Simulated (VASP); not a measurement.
# Si2BBr (P4mm) in VASP: further runs, part 2 of 2

VASP 6.6.1. The steps go on from the part before.

### 4 Relaxation of cell and atoms, PBE

File INCAR:

```
SYSTEM = Si2BBr
PREC = Accurate ; ENCUT = 600
EDIFF = 1E-6 ; ISMEAR = 0
SIGMA = 0.1 ; LREAL = .FALSE.
LASPH = .TRUE. ; NELM = 100
ALGO = Normal ; ISIF = 3
LWAVE = .FALSE. ; LCHARG = .FALSE.
GGA = PE ; IBRION = 2
NSW = 90 ; EDIFFG = -0.04
```

File KPOINTS:

```
Automatic mesh
0
G
  4 4 6
  0 0 0
```

File POSCAR:

```
Si2BBr
1.0
    4.5025607000      0.0000000000      0.0000000000
    0.0000000000      4.5025607000      0.0000000000
    0.0000000000      0.0000000000      3.4985076200
Si B Br
2 1 1
Direct
    0.5000000000      0.0000000000      0.3952566400
    0.0000000000      0.5000000000      0.3952566400
    0.0000000000      0.0000000000      0.1868061800
    0.5000000000      0.5000000000      0.4654386700
```

Potentials or basis: VASP PAW PBE potentials, release 64 (Si, B, Br).

Run with:

```sh
> cat potpaw_PBE.64/Si/POTCAR potpaw_PBE.64/B/POTCAR potpaw_PBE.64/Br/POTCAR > POTCAR
> mpirun -np 1 vasp_std > vasp.out
```

OUTCAR:

```text
SYSTEM = Si2BBr
   PREC = Accurate
   ENCUT = 600
   EDIFF = 1E-6
   ISMEAR = 0
   LREAL = .FALSE.
   LASPH = .TRUE.
   NELM = 100
   ISIF = 3
   GGA = PE
   IBRION = 2
   NSW = 90
   EDIFFG = -0.04

 ion  position               nearest neighbor table
   1  0.500  0.000  0.395-   4 2.26   4 2.26   3 2.37   3 2.37
   2  0.000  0.500  0.395-   4 2.26   4 2.26   3 2.37   3 2.37
   3  0.000  0.000  0.187-   1 2.37   2 2.37   2 2.37   1 2.37
   4  0.500  0.500  0.465-   1 2.26   2 2.26   1 2.26   2 2.26

  LATTYP: Found a simple tetragonal cell.
 ALAT       =     4.5025607000
 C/A-ratio  =     0.7770039880

  Lattice vectors:

 A1 = (   4.5025607000,   0.0000000000,   0.0000000000)
 A2 = (   0.0000000000,   4.5025607000,   0.0000000000)
 A3 = (   0.0000000000,   0.0000000000,   3.4985076200)

Analysis of symmetry for initial positions (statically):
=====================================================================
 Subroutine PRICEL returns:
 Original cell was already a primitive cell.

 Routine SETGRP: Setting up the symmetry group for a
 simple tetragonal supercell.

 Subroutine GETGRP returns: Found  8 space group operations
 (whereof  8 operations were pure point group operations)
 out of a pool of 16 trial point group operations.

The static configuration has the point symmetry C_4v.

Analysis of symmetry for dynamics (positions and initial velocities):
=====================================================================
 Subroutine PRICEL returns:
 Original cell was already a primitive cell.

 Routine SETGRP: Setting up the symmetry group for a
 simple tetragonal supercell.

 Subroutine GETGRP returns: Found  8 space group operations
 (whereof  8 operations were pure point group operations)
 out of a pool of 16 trial point group operations.

The dynamic configuration has the point symmetry C_4v.

 Subroutine INISYM returns: Found  8 space group operations
 (whereof  8 operations are pure point group operations),
 and found     1 'primitive' translations

[... 118 lines left out ...]
  volume/ion in A,a.u.               =      17.73       119.66
  Fermi-wavevector in a.u.,A,eV,Ry     =   1.036490  1.958682 14.616888  1.074311
  Thomas-Fermi vector in A             =   2.170883
   LORBIT       =      0    0 simple, 1 ext, 2 COOP (PROOUT), +10 PAW based schemes
   GGA     = PE    functional components
   LHFCALC =     F    Hartree Fock is set to
   AEXX    =    0.0000 exact exchange contribution
   IVDW    =     0    specifies the selected vdW correction
   LEPSILON=     F    determine dielectric tensor
   LRPA    =     F    only Hartree local field effects (RPA)
 conjugate gradient relaxation of ions
 non-spin polarized calculation
 Gauss-broadening in eV      SIGMA  =   0.10
  energy-cutoff  :      600.00
  volume of cell :       70.93
 maximum number of plane-waves:      2392
 NGX is ok and might be reduce to    36
   NGX = 17   NGY = 17   NGZ = 13

--------------------------------------- Ionic step        1  -------------------------------------------

 number of electron      17.9999997 magnetization

 Free energy of the ion-electron system (eV)
  ---------------------------------------------------
  ext. energy  EPLUGINS =         0.00000000
  ---------------------------------------------------
  free energy    TOTEN  =       -13.12314039 eV

  energy without entropy =      -13.11295220  energy(sigma->0) =      -13.11804629

------------------------ aborting loop because EDIFF is reached ----------------------------------------

  FORCE on cell =-STRESS in cart. coord.  units (eV):
  Direction    XX          YY          ZZ          XY          YZ          ZX
  --------------------------------------------------------------------------------------
  -------------------------------------------------------------------------------------
  Total        7.4101798      7.4101798     -2.9502347      0.0000000      0.0000000      0.0000000
  in kB      167.3930222    167.3930222    -66.6446323      0.0000000      0.0000000      0.0000000
  external PRESSURE =      89.3804707 kB  Pullay stress =       0.0000000 kB
[... 868 lines left out ...]
  band No.  band energies     occupation
      1     -10.5920      2.00000
      2      -5.2685      2.00000
      3      -4.3782      2.00000
      4      -4.3782      2.00000
      5      -1.7475      2.00000
      6       0.0191      2.00000
      7       0.0191      2.00000
      8       3.1481      2.00000
      9       3.2841      2.00000
     10       5.6551      0.00000
     11       5.6551      0.00000
     12       9.3738      0.00000
     13      10.5240      0.00000

[... ionic steps 4 to 51 ...]

--------------------------------------- Ionic step       52  -------------------------------------------

 number of electron      18.0000005 magnetization

------------------------ aborting loop because EDIFF is reached ----------------------------------------
[... 71 lines left out ...]
--------------------------------------- Ionic step       54  -------------------------------------------

 number of electron      18.0000005 magnetization

 Free energy of the ion-electron system (eV)
  ---------------------------------------------------
  ext. energy  EPLUGINS =         0.00000000
  ---------------------------------------------------
  free energy    TOTEN  =       -16.58985945 eV

  energy without entropy =      -16.58970636  energy(sigma->0) =      -16.58978290

 E-fermi :   3.6465     XC(G=0):  -8.8455

 val. band max:        3.4563039245   @ k =   0.5000   0.0000   0.0000
 cond. band min:       3.8177221209   @ k =   0.0000   0.0000   0.0000
 fundamental gap:      0.3614181963
 Fermi energy:         3.6465259030
[... 413 lines left out ...]
  FREE ENERGIE OF THE ION-ELECTRON SYSTEM (eV)
  ---------------------------------------------------
  free  energy   TOTEN  =       -16.5898594476 eV

  energy  without entropy=      -16.5897063553  energy(sigma->0) =      -16.58978290

 reached required accuracy - stopping structural energy minimisation
```

OSZICAR:

```text
N       E                     dE             d eps       ncg     rms          rms(c)
DAV:   1     0.692085133216E+02    0.69209E+02   -0.79227E+03   624   0.130E+03
DAV:   2    -0.880534302039E+01   -0.78014E+02   -0.74294E+02   796   0.188E+02
DAV:   3    -0.139184005520E+02   -0.51131E+01   -0.50315E+01   825   0.496E+01
[... 511 lines left out ...]
DAV:   1    -0.165900333107E+02   -0.42536E-03   -0.12991E-02   624   0.774E-01    0.666E-02
DAV:   2    -0.165899012649E+02    0.13205E-03   -0.41251E-04   789   0.138E-01    0.282E-02
DAV:   3    -0.165898613167E+02    0.39948E-04   -0.11990E-04   689   0.666E-02    0.184E-02
DAV:   4    -0.165898599248E+02    0.13919E-05   -0.80925E-06   779   0.187E-02    0.128E-02
DAV:   5    -0.165898594476E+02    0.47727E-06   -0.17082E-06   412   0.903E-03
  54 F= -.16589859E+02 E0= -.16589783E+02  d E =-.251577E-03
```

CONTCAR:

```text
Si2BBr
   1.00000000000000
     3.8288366377985690    0.0000000000000000    0.0000000000000000
    -0.0000000000000000    3.8288366377985690    0.0000000000000000
    -0.0000000000000000   -0.0000000000000001    5.7599475939812397
  Si              B               Br
     2     1     1
Direct
     0.5000000000000000    0.0000000000000000    0.1843680380732651
     0.0000000000000000    0.5000000000000000    0.1843680380732651
     1.0000000000000000    0.0000000000000000    0.2720646522504667
     0.5000000000000000    0.5000000000000000    0.8019574016029972

  0.00000000E+00  0.00000000E+00  0.00000000E+00
  0.00000000E+00  0.00000000E+00  0.00000000E+00
  0.00000000E+00  0.00000000E+00  0.00000000E+00
  0.00000000E+00  0.00000000E+00  0.00000000E+00
```

It took 17 min on 1 thread of Oxide Virtual Turin-like, shared host; peak memory 0.18 GiB.

Results:

| Property | Result |
| --- | --- |
| Free energy | -16.5899 eV |
| Relaxed volume | 21.11 Å³/atom |
| Relaxed cell | a = 3.829 Å, b = 3.829 Å, c = 5.760 Å, α = 90.00°, β = 90.00°, γ = 90.00° |
| Space group after relaxing (to 0.1 Å) | P4mm (No. 99) |
| Energy gained by relaxing | 866.7 meV/atom |
| Ionic steps | 54 |
| Pressure after relaxing | 0.1 GPa |
| Largest force after relaxing | 0.029 eV/Å |
| Band gap on the k mesh | 0.36 eV (least direct gap 0.50 eV) |

Forces in eV/Å, atoms in the order of the input:
```
Si   0.000  0.000  0.013
Si   0.000  0.000  0.013
B    0.000  0.000 -0.029
Br   0.000  0.000  0.004
```

Step by step:
```tsv
step	energy change (eV)	largest force (eV/Å)	pressure (GPa)	volume (Å³)
1	0.0000	1.3542	8.94	70.93
3	-0.8568	0.8395	-4.86	83.09
5	-1.1299	0.3203	4.15	62.90
7	-1.3670	0.6462	-3.48	72.71
9	-1.5062	0.5443	1.58	66.41
11	-1.5921	0.3774	1.91	66.74
13	-1.6454	0.3058	0.96	68.34
15	-1.6538	0.5203	-0.71	70.03
17	-1.7315	1.2335	0.71	69.27
19	-1.9020	0.9106	0.23	70.39
21	-1.3048	0.9912	25.36	66.71
23	-2.9881	0.5276	8.80	69.96
25	-3.1355	0.3768	5.42	72.89
27	-3.1946	0.4089	2.58	75.92
29	-3.2166	0.3598	0.04	77.97
31	-3.2357	0.2975	-0.12	78.61
33	-3.2484	0.1893	-0.35	79.70
35	-3.2756	0.2860	0.38	78.30
37	-3.3033	0.4225	0.94	76.31
39	-3.3109	0.3912	-0.57	76.89
41	-3.3295	0.3561	0.12	76.74
43	-3.3518	0.6428	-0.12	77.50
45	-3.3819	0.3794	0.41	77.47
47	-3.4137	0.3596	1.12	79.14
49	-3.4381	0.4510	-0.59	84.33
51	-3.4641	0.1218	-0.63	85.02
53	-3.4665	0.0428	0.08	84.33
54	-3.4667	0.0292	0.07	84.44
```

Final structure:
```
Si B Br
1.0
     3.82884    0.00000    0.00000
     0.00000    3.82884    0.00000
     0.00000    0.00000    5.75995
Si B Br
2 1 1
Direct
  0.50000 0.00000 0.18437
  0.00000 0.50000 0.18437
  0.00000 0.00000 0.27206
  0.50000 0.50000 0.80196
```

Levels at points of the mesh, in eV from the valence-band top:
| k point | band 7 | band 8 | band 9 | band 10 | band 11 | band 12 |
| --- | --- | --- | --- | --- | --- | --- |
| (0.00, 0.00, 0.00) | -1.97 | -1.97 | -1.25 | 0.36 | 3.25 | 3.27 |
| (0.50, 0.00, 0.00) | -2.35 | -1.67 | 0.00 | 0.95 | 1.30 | 2.05 |
| (0.50, 0.50, 0.00) | -3.56 | -2.03 | -0.33 | 0.75 | 0.75 | 5.10 |
| (0.00, 0.00, 0.50) | -2.48 | -2.11 | -2.11 | 0.56 | 2.96 | 4.29 |
| (0.50, 0.00, 0.50) | -2.27 | -0.72 | -0.12 | 0.38 | 0.71 | 2.04 |
| (0.50, 0.50, 0.50) | -3.94 | -0.94 | -0.57 | 1.74 | 1.74 | 5.61 |

Caveat: the volume moved by over 15 % at a fixed basis, so the end points are rough.

### 5 Single point, PBE

This run uses another cell than the first one, of 21.77 Å³/atom.

File INCAR:

```
SYSTEM = Si2BBr
PREC = Accurate
ENCUT = 520
EDIFF = 1E-6
ISMEAR = 0
SIGMA = 0.02
LREAL = .False.
LASPH = .True.
NELM = 80
ALGO = Normal
ISIF = 2
LWAVE = .False.
LCHARG = .True.
GGA = PE
LELF = .True.
LVHAR = .True.
NBANDS = 17
```

File KPOINTS:

```
regular mesh
0
Gamma
  10 10 6
  0 0 0
```

File POSCAR:

```
Si2BBr
1.0
    3.8458726227      0.0000000000      0.0000000000
    0.0000000000      3.8458726227      0.0000000000
    0.0000000000      0.0000000000      5.8884222158
Si B Br
2 1 1
Direct
    0.5000000000      0.0000000000      0.2883366645
    0.0000000000      0.5000000000      0.2883366645
    0.0000000000      0.0000000000      0.2096504558
    0.5000000000      0.5000000000      0.6564343451
```

Potentials or basis: VASP PAW PBE potentials, release 64 (Si, B, Br).

Run with:

```sh
> cat potpaw_PBE.64/Si/POTCAR potpaw_PBE.64/B/POTCAR potpaw_PBE.64/Br/POTCAR > POTCAR
> mpirun -np 1 vasp_std > vasp.out
```

OUTCAR:

```text
SYSTEM = Si2BBr
   PREC = Accurate
   ENCUT = 520
   EDIFF = 1E-6
   ISMEAR = 0
   LREAL = .False.
   LASPH = .True.
   NELM = 80
   ISIF = 2
   GGA = PE

 ion  position               nearest neighbor table
   1  0.500  0.000  0.288-   3 1.98   3 1.98   2 2.72   2 2.72   2 2.72   2 2.72   4 2.90   4 2.90

   2  0.000  0.500  0.288-   3 1.98   3 1.98   1 2.72   1 2.72   1 2.72   1 2.72   4 2.90   4 2.90

   3  0.000  0.000  0.210-   1 1.98   2 1.98   2 1.98   1 1.98
   4  0.500  0.500  0.656-   1 2.90   2 2.90   1 2.90   2 2.90

  LATTYP: Found a simple tetragonal cell.
[... 681 lines left out ...]
  --------------------------------------------------------------------------------------
  -------------------------------------------------------------------------------------
  Total       -0.0120309     -0.0120309     -0.0061218      0.0000000      0.0000000      0.0000000
  in kB       -0.2213202     -0.2213202     -0.1126165      0.0000000      0.0000000      0.0000000
  external PRESSURE =      -0.1850857 kB  Pullay stress =       0.0000000 kB

 VOLUME and BASIS-vectors are now :
 -----------------------------------------------------------------------------
  energy-cutoff  :      520.00
  volume of cell :       87.09
      direct lattice vectors                 reciprocal lattice vectors
     3.845872623  0.000000000  0.000000000     0.260019012  0.000000000  0.000000000
     0.000000000  3.845872623  0.000000000     0.000000000  0.260019012  0.000000000
     0.000000000  0.000000000  5.888422216     0.000000000  0.000000000  0.169824779

 POSITION                                       TOTAL-FORCE (eV/Angst)
 -----------------------------------------------------------------------------------
      1.92294      0.00000      1.69785         0.000000     -0.000000     -0.001849
      0.00000      1.92294      1.69785         0.000000     -0.000000     -0.001849
      0.00000      0.00000      1.23451         0.000000     -0.000000     -0.000389
      1.92294      1.92294      3.86536         0.000000      0.000000      0.004087
 -----------------------------------------------------------------------------------
    total drift:                                0.000000     -0.000000     -0.000439

  FREE ENERGIE OF THE ION-ELECTRON SYSTEM (eV)
  ---------------------------------------------------
  free  energy   TOTEN  =       -16.4437165838 eV

  energy  without entropy=      -16.4435531787  energy(sigma->0) =      -16.44363488
```

stdout:

```text
POSCAR found type information on POSCAR SiB Br
 POSCAR found :  3 types and       4 ions
 scaLAPACK will be used
 LDA part: xc-table for (Slater+PW92), standard interpolation
 POSCAR, INCAR and KPOINTS ok, starting setup
 FFT: planning ... GRIDC
 FFT: planning ... GRID_SOFT
 FFT: planning ... GRID
 WAVECAR not read
 entering main loop
```

Run time: 2.6 min. Hardware: 1 thread of Oxide Virtual Turin-like, shared host; peak memory 0.23 GiB.

Results:

| Quantity | Value |
| --- | --- |
| Free energy | -16.4437 eV |
| Pressure | 0.0 GPa |
| Largest force | 0.004 eV/Å |
| Band gap on the k mesh | zero (bands 9 and 10 overlap by 0.11 eV) |

Forces in eV/Å, atoms in the order of the input:
```
Si   0.000  0.000 -0.002
Si   0.000  0.000 -0.002
B    0.000  0.000  0.000
Br   0.000  0.000  0.004
```

### 6 The runs side by side

```csv
task,cell,k mesh,cutoff (eV),smearing,gap on the mesh (eV),pressure (GPa),largest force (eV/Å)
single point,"a = 4.503, b = 4.503, c = 3.499 Å, 4 atoms, atomic positions A",4 × 4 × 6,520,gaussian 0.1 eV,none,8.9,1.35
single point,"a = 3.828, b = 3.828, c = 6.081 Å, 4 atoms, atomic positions B",4 × 4 × 6,520,gaussian 0.1 eV,0.42,0.0,0.01
relaxation of cell and atoms,"relaxed from a = 4.503, b = 4.503, c = 3.499 Å, 4 atoms, atomic positions A",4 × 4 × 6,600,gaussian 0.1 eV,0.36,0.1,0.03
single point,"a = 3.846, b = 3.846, c = 5.888 Å, 4 atoms, atomic positions C",10 × 10 × 6,520,gaussian 0.02 eV,none,0.0,-
```

Alike in all rows: level PBE; potentials or basis VASP PAW PBE potentials, release 64 (Si, B, Br); no spin polarisation.

Caveats: the stress differs along the axes, from -7 to 17 GPa (at least some runs); forces of over 1 eV/Å act on the atoms, so gaps and moduli don't describe the material at rest (at least some runs); the volume moved by over 15 % at a fixed basis, so the end points are rough (at least some runs).

Absolute energies hang on the potentials; compare differences alone.

The gap in the log of VASP goes by the Fermi energy; the results here count the filled bands.